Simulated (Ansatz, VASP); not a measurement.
## Pd: VASP beside Ansatz

```
Pd
1.0
     0.00000    1.97371    1.97371
     1.97371    0.00000    1.97371
     1.97371    1.97371    0.00000
Pd
1
Cartesian
  0.0000 0.0000 0.0000
```

Alike in both runs: task single point; functional PBE; k mesh 14 × 14 × 14; occupations gaussian, width 1 eV; collinear spin.

```csv
,VASP,Ansatz
version,VASP 6.6.1,Ansatz 0.2.0
potentials or method,"VASP PAW PBE potentials, release 64 (Pd), cutoff 520 eV","plane waves (420 eV) with PAW, scalar-relativistic"
valence electrons in the cell,10,18
```

```tsv
	VASP	Ansatz	Ansatz less VASP
pressure (GPa)	1.7	2.0	+0.33
net moment per atom (μB)	0.00	0.00	0.000
```

VASP's potentials hold 10 valence electrons a cell and Ansatz's 18, so a difference there can come from the potentials and not from the codes. Ansatz's warnings: seeded moment not kept.
